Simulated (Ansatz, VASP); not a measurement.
One calculation of BiBrO, two programs

The input INCAR:

```
SYSTEM = BiBrO
ALGO = Normal
EDIFF = 1E-6
ENCUT = 520
ISIF = 2
ISMEAR = 0
LASPH = .TRUE.
LCHARG = .FALSE.
LREAL = .FALSE.
LWAVE = .FALSE.
NBANDS = 37
NELM = 60
PREC = Accurate
SIGMA = 0.05
```

KPOINTS

```
k-points
0
G
  8 8 4
  0 0 0
```

The input POSCAR:

```
BiBrO
1.0
    3.6885000000      0.0000000000      0.0000000000
    0.0000000000      3.6885000000      0.0000000000
    0.0000000000      0.0000000000      8.1496000000
Bi Br O
2 2 2
Direct
    0.0000000000      0.5000000000      0.1575579020
    0.5000000000      0.0000000000      0.8424420980
    0.0000000000      0.5000000000      0.6517216503
    0.5000000000      0.0000000000      0.3482783497
    0.0000000000      0.0000000000      0.0000000000
    0.5000000000      0.5000000000      0.0000000000
```

Input for Ansatz:

```yaml
crystal:
  lattice:
    - [3.6885, 0.0, 0.0]
    - [0.0, 3.6885, 0.0]
    - [0.0, 0.0, 8.1496]
  atoms:
    - { symbol: Bi, position: [0.0, 0.5, 0.157557902] }
    - { symbol: Bi, position: [0.5, 0.0, 0.842442098] }
    - { symbol: Br, position: [0.0, 0.5, 0.6517216503] }
    - { symbol: Br, position: [0.5, 0.0, 0.3482783497] }
    - { symbol: O, position: [0.0, 0.0, 0.0] }
    - { symbol: O, position: [0.5, 0.5, 0.0] }
basis:
  ecutwfc: 520.0
kpoints:
  mp_grid: { grid: [8, 8, 4] }
hamiltonian:
  xc: lda
  pseudopotentials: { kind: paw }
scf:
  occupations: { method: gaussian, width: 0.05 }
output:
  forces: true
  stress: true
  eigenvalues: true
```

Alike in both runs: task single point; functional LDA; k mesh 8 × 8 × 4; occupations gaussian, width 0.05 eV; no spin polarisation.

|  | VASP | Ansatz |
| --- | --- | --- |
| version | VASP 6.6.1 | Ansatz 0.2.0 |
| potentials or method | VASP PAW LDA potentials, release 64 (Bi_d, Br, O), cutoff 520 eV | scalar-relativistic, plane waves, PAW |
| valence electrons in the cell | 56 | 56 |

|  | VASP | Ansatz | Ansatz less VASP |
| --- | --- | --- | --- |
| gap on the k mesh at the Fermi level (eV) | 2.33 | 2.35 | +0.022 |
| least direct gap on the mesh (eV) | 2.76 | 2.77 | +0.010 |
| pressure (GPa) | 10.0 | 9.6 | -0.42 |
| traceless stress, the component that is largest in VASP (GPa) | -5.11 | -5.07 | +0.035 |
| rms of the force components (eV/Å) | 0.165 | 0.135 | -0.0296 |

LDA's correlation is that of Perdew and Zunger in VASP and of Perdew and Wang (1992) in Ansatz. Atom by atom the forces differ by 0.033 eV/Å (rms over components).

Spin-orbit coupling is off throughout.
